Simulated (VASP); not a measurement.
# Li (Fm-3m) in VASP: further runs, part 2 of 2

VASP 6.6.1.

**3. Elastic constants, PBEsol**

This run uses another cell than the first one, of 13.74 Å³/atom.

Input file INCAR:

```
SYSTEM = Li
PREC = Accurate
ENCUT = 600
EDIFF = 1E-8
ISMEAR = -1
SIGMA = 0.05
LREAL = .FALSE.
LASPH = .TRUE.
NELM = 100
ALGO = Normal
ISIF = 3
LWAVE = .FALSE.
LCHARG = .TRUE.
GGA = PS
IBRION = 6
NFREE = 2
POTIM = 0.015
NSW = 1
```

Input file KPOINTS:

```
regular mesh
0
G
  22 22 22
  0 0 0
```

Input file POSCAR:

```
Li
1.0
    0.0000000000      1.9008128642      1.9008128642
    1.9008128642      0.0000000000      1.9008128642
    1.9008128642      1.9008128642      0.0000000000
Li
1
Direct
    0.0000000000      0.0000000000      0.0000000000
```

Potentials or basis: VASP PAW PBE potentials, release 64 (Li_sv).

The run is started by

```bash
cat potpaw_PBE.64/Li_sv/POTCAR > POTCAR
mpirun -np 1 vasp_std > vasp.out
```

OUTCAR:

```text
SYSTEM = Li
   PREC = Accurate
   ENCUT = 600
   EDIFF = 1E-8
   ISMEAR = -1
   LREAL = .FALSE.
   LASPH = .TRUE.
   NELM = 100
   ISIF = 3
   GGA = PS
   IBRION = 6
   NFREE = 2
   POTIM = 0.015
   NSW = 1

 ion  position               nearest neighbor table
   1  0.000  0.000  0.000-

  LATTYP: Found a face centered cubic cell.
 ALAT       =     3.8016257284

  Lattice vectors:

 A1 = (   0.0000000000,   1.9008128642,   1.9008128642)
 A2 = (   1.9008128642,   0.0000000000,   1.9008128642)
 A3 = (   1.9008128642,   1.9008128642,   0.0000000000)

Analysis of symmetry for initial positions (statically):
=====================================================================
 Subroutine PRICEL returns:
 Original cell was already a primitive cell.

 Routine SETGRP: Setting up the symmetry group for a
 face centered cubic supercell.

 Subroutine GETGRP returns: Found 48 space group operations
 (whereof 48 operations were pure point group operations)
 out of a pool of 48 trial point group operations.

The static configuration has the point symmetry O_h .

Analysis of symmetry for dynamics (positions and initial velocities):
=====================================================================
 Subroutine PRICEL returns:
 Original cell was already a primitive cell.

 Routine SETGRP: Setting up the symmetry group for a
 face centered cubic supercell.

 Subroutine GETGRP returns: Found 48 space group operations
 (whereof 48 operations were pure point group operations)
 out of a pool of 48 trial point group operations.

The dynamic configuration has the point symmetry O_h .

 Subroutine INISYM returns: Found 48 space group operations
 (whereof 48 operations are pure point group operations),
 and found     1 'primitive' translations

----------------------------------------------------------------------------------------

                                     Primitive cell

  volume of cell :      13.7356

  direct lattice vectors                    reciprocal lattice vectors
     0.000000000  1.900812864  1.900812864    -0.263045358  0.263045358  0.263045358
     1.900812864  0.000000000  1.900812864     0.263045358 -0.263045358  0.263045358
     1.900812864  1.900812864  0.000000000     0.263045358  0.263045358 -0.263045358

  length of vectors
     2.688155332  2.688155332  2.688155332     0.455607924  0.455607924  0.455607924

  position of ions in fractional coordinates (direct lattice)
     0.000000000  0.000000000  0.000000000

  ion indices of the primitive-cell ions
   primitive index   ion index
                 1           1

[... 218 lines left out ...]
  ---------------------------------------------------
  free  energy   TOTEN  =        -1.8037233657 eV

  energy  without entropy=       -1.8003251436  energy(sigma->0) =       -1.80202425

[... ionic steps 4 to 12 ...]

--------------------------------------- Ionic step       13  -------------------------------------------

 number of electron       3.0000000 magnetization

------------------------ aborting loop because EDIFF is reached ----------------------------------------
[... 65 lines left out ...]
--------------------------------------- Ionic step       15  -------------------------------------------

 number of electron       3.0000000 magnetization

 Free energy of the ion-electron system (eV)
  ---------------------------------------------------
  ext. energy  EPLUGINS =         0.00000000
  ---------------------------------------------------
  free energy    TOTEN  =        -1.81671616 eV

  energy without entropy =       -1.81334315  energy(sigma->0) =       -1.81502965

 E-fermi :   1.9107     XC(G=0):  -8.0424

 val. band max:        1.8915333051   @ k =   0.5000   0.2727   0.0909
 cond. band min:       1.9646902977   @ k =   0.5000   0.1364   0.0000
 fundamental gap:      0.0731569926
 Fermi energy:         1.9107379401

 k-point     1 :       0.0000    0.0000    0.0000
  band No.  band energies     occupation
      1     -43.4352      2.00000
      2      -2.0714      2.00000
      3      20.6860      0.00000
      4      20.6860      0.00000
      5      20.6860      0.00000
[... 177 lines left out ...]
 k-point    24 :      -0.4545    0.0455    0.0000
  band No.  band energies     occupation
      1     -43.3531      2.00000
      2       1.6452      1.99017
      3       6.5262      0.00000
      4      17.9721      0.00000
      5      18.3075      0.00000

 [... further k-points ...]

------------------------ aborting loop because EDIFF is reached ----------------------------------------

  FORCE on cell =-STRESS in cart. coord.  units (eV):
  Direction    XX          YY          ZZ          XY          YZ          ZX
  --------------------------------------------------------------------------------------
  -------------------------------------------------------------------------------------
  Total        0.8350131      0.8350131      0.8350131      0.0000000      0.0000000      0.0000000
  in kB       97.3992868     97.3992868     97.3992868      0.0000000      0.0000000      0.0000000
  external PRESSURE =      97.3992868 kB  Pullay stress =       0.0000000 kB
[... 16 lines left out ...]
  FREE ENERGIE OF THE ION-ELECTRON SYSTEM (eV)
  ---------------------------------------------------
  free  energy   TOTEN  =        -1.8167161599 eV

  energy  without entropy=       -1.8133431498  energy(sigma->0) =       -1.81502965

 INTERNAL STRAIN TENSORS FROM STRAINED CELLS
 ============================================

 INTERNAL STRAIN TENSOR FOR ION    1 for displacements in x,y,z  (eV/Angst):
          X           Y           Z          XY          YZ          ZX
  --------------------------------------------------------------------------------
  x    -0.00000    -0.00000    -0.00000     0.00000     0.00000     0.00000
  y     0.00000    -0.00000     0.00000     0.00000     0.00000     0.00000
  z     0.00000     0.00000    -0.00000     0.00000    -0.00000     0.00000

 INTERNAL STRAIN TENSORS FROM DISPLACED ATOMS
 ============================================

 INTERNAL STRAIN TENSOR FOR ION    1 for displacements in x,y,z  (eV/Angst):
          X           Y           Z          XY          YZ          ZX
  --------------------------------------------------------------------------------
  x     0.00000     0.00000     0.00000     0.00000     0.00000     0.00000
  y     0.00000     0.00000     0.00000     0.00000     0.00000     0.00000
  z     0.00000     0.00000     0.00000     0.00000     0.00000     0.00000

 Eigenvectors and eigenvalues of the dynamical matrix
 ----------------------------------------------------

   1 f/i=    0.000000 THz     0.000000 2PiTHz    0.000000 cm-1     0.000000 meV
             X         Y         Z           dx          dy          dz
      0.000000  0.000000  0.000000     0.707107   -0.707107    0.000000

   2 f/i=    0.000000 THz     0.000000 2PiTHz    0.000000 cm-1     0.000000 meV
             X         Y         Z           dx          dy          dz
      0.000000  0.000000  0.000000    -0.707107   -0.707107    0.000000

   3 f/i=    0.000000 THz     0.000000 2PiTHz    0.000000 cm-1     0.000000 meV
             X         Y         Z           dx          dy          dz
      0.000000  0.000000  0.000000     0.000000    0.000000    1.000000

--------------------------------------------------------------------------------------------------------

 ELASTIC MODULI CONTR FROM IONIC RELAXATION (kBar)
 Direction    XX          YY          ZZ          XY          YZ          ZX
 --------------------------------------------------------------------------------
 XX           0.0000      0.0000      0.0000      0.0000      0.0000      0.0000
 YY           0.0000      0.0000      0.0000      0.0000      0.0000      0.0000
 ZZ           0.0000      0.0000      0.0000      0.0000      0.0000      0.0000
 XY           0.0000      0.0000      0.0000      0.0000      0.0000      0.0000
 YZ           0.0000      0.0000      0.0000      0.0000      0.0000      0.0000
 ZX           0.0000      0.0000      0.0000      0.0000      0.0000      0.0000
 --------------------------------------------------------------------------------

 TOTAL ELASTIC MODULI (kBar)
 Direction    XX          YY          ZZ          XY          YZ          ZX
 --------------------------------------------------------------------------------
 XX         379.8478    278.2614    278.2614      0.0000      0.0000      0.0000
 YY         278.2614    379.8478    278.2614     -0.0000      0.0000     -0.0000
 ZZ         278.2614    278.2614    379.8478     -0.0000     -0.0000     -0.0000
 XY           0.0000     -0.0000     -0.0000    135.9918      0.0000      0.0000
 YZ           0.0000      0.0000     -0.0000      0.0000    135.9918      0.0000
 ZX           0.0000     -0.0000     -0.0000      0.0000      0.0000    135.9918
 --------------------------------------------------------------------------------
```

stdout:

```text
POSCAR found type information on POSCAR Li
 POSCAR found :  1 types and       1 ions
 scaLAPACK will be used
 -----------------------------------------------------------------------------
|                                                                             |
|                                                                             |
|     You enforced a specific xc type in the INCAR file but a different       |
|     I HOPE YOU KNOW WHAT YOU ARE DOING!                                     |
|                                                                             |
 -----------------------------------------------------------------------------

 LDA part: xc-table for (Slater+PW92), standard interpolation
 POSCAR, INCAR and KPOINTS ok, starting setup
 FFT: planning ... GRIDC
 FFT: planning ... GRID_SOFT
 FFT: planning ... GRID
 WAVECAR not read
 entering main loop
 Found     1 degrees of freedom:
 Adding 6 more for cell shape distortion
 Finite differences POTIM= 0.01500 DOF=   7
 bond charge predicted
 Finite differences progress:
 bond charge predicted
 Finite differences progress:
 bond charge predicted
 Finite differences progress:
 bond charge predicted
 Finite differences progress:
 bond charge predicted
 Finite differences progress:
 bond charge predicted
 Finite differences progress:
 bond charge predicted
 Finite differences progress:
 bond charge predicted
 Finite differences progress:
 bond charge predicted
 Finite differences progress:
 bond charge predicted
 Finite differences progress:
 bond charge predicted
 Finite differences progress:
 bond charge predicted
 Finite differences progress:
 bond charge predicted
 Finite differences progress:
 bond charge predicted
 Finite differences progress:
```

Wall time 15 min (1 thread of Intel Xeon 8259CL, shared host); peak memory 0.47 GiB.

What came out:

```
Elastic constants C11, C12, C44 : 38, 28, 14 GPa
Voigt bulk modulus              : 31 GPa
```

Elastic tensor in Voigt notation (GPa, in the Cartesian axes of the cell as first typed):
```
38 28 28  0  0  0
28 38 28  0  0  0
28 28 38  0  0  0
 0  0  0 14  0  0
 0  0  0  0 14  0
 0  0  0  0  0 14
```

Clamped-ion elastic tensor (GPa):
```
38 28 28  0  0  0
28 38 28  0  0  0
28 28 38  0  0  0
 0  0  0 14  0  0
 0  0  0  0 14  0
 0  0  0  0  0 14
```

Caveat: the cell is under stress, which shifts elastic constants; the cutoff is under 1.25 times the usual one of these potentials, so pressure, stress and relaxed cells hold a basis-set (Pulay) error; the PAW data sets were made with another functional, which shifts forces and pressure a little.

**4. Elastic constants, PBEsol**

This run uses another cell than the first one, of 14.84 Å³/atom.

Input file INCAR:

```
SYSTEM = Li
PREC = Accurate ; ENCUT = 600
EDIFF = 1E-8 ; ISMEAR = -1
SIGMA = 0.05 ; LREAL = .False.
LASPH = .True. ; NELM = 100
ALGO = Normal ; ISIF = 3
LWAVE = .False. ; LCHARG = .True.
GGA = PS ; NBANDS = 8
IBRION = 6 ; NFREE = 2
POTIM = 0.015 ; NSW = 1
```

Input file KPOINTS:

```
regular mesh
0
Gamma
  22 22 22
  0 0 0
```

Input file POSCAR:

```
Li
1.0
    0.0000000000      1.9504029614      1.9504029614
    1.9504029614      0.0000000000      1.9504029614
    1.9504029614      1.9504029614      0.0000000000
Li
1
Direct
    0.0000000000      0.0000000000      0.0000000000
```

The run is started by

```bash
cat potpaw_PBE.64/Li_sv/POTCAR > POTCAR
mpirun -np 1 vasp_std > vasp.out
```

Run time: 28 min. Hardware: 1 thread of Intel Xeon 8259CL, shared host; peak memory 0.66 GiB.

Results (log left out):

```yaml
Elastic_constants_C11_C12_C44: 33, 23, 13 GPa
Voigt_bulk_modulus: 26 GPa
```

Elastic tensor in Voigt notation (GPa, in the Cartesian axes of the cell as first typed):
```
33 23 23  0  0  0
23 33 23  0  0  0
23 23 33  0  0  0
 0  0  0 13  0  0
 0  0  0  0 13  0
 0  0  0  0  0 13
```

Clamped-ion elastic tensor (GPa):
```
33 23 23  0  0  0
23 33 23  0  0  0
23 23 33  0  0  0
 0  0  0 13  0  0
 0  0  0  0 13  0
 0  0  0  0  0 13
```

Caveat: the cell is under stress, which shifts elastic constants; the cutoff is under 1.25 times the usual one of these potentials, so pressure, stress and relaxed cells hold a basis-set (Pulay) error; the PAW data sets were made with another functional, which shifts forces and pressure a little.
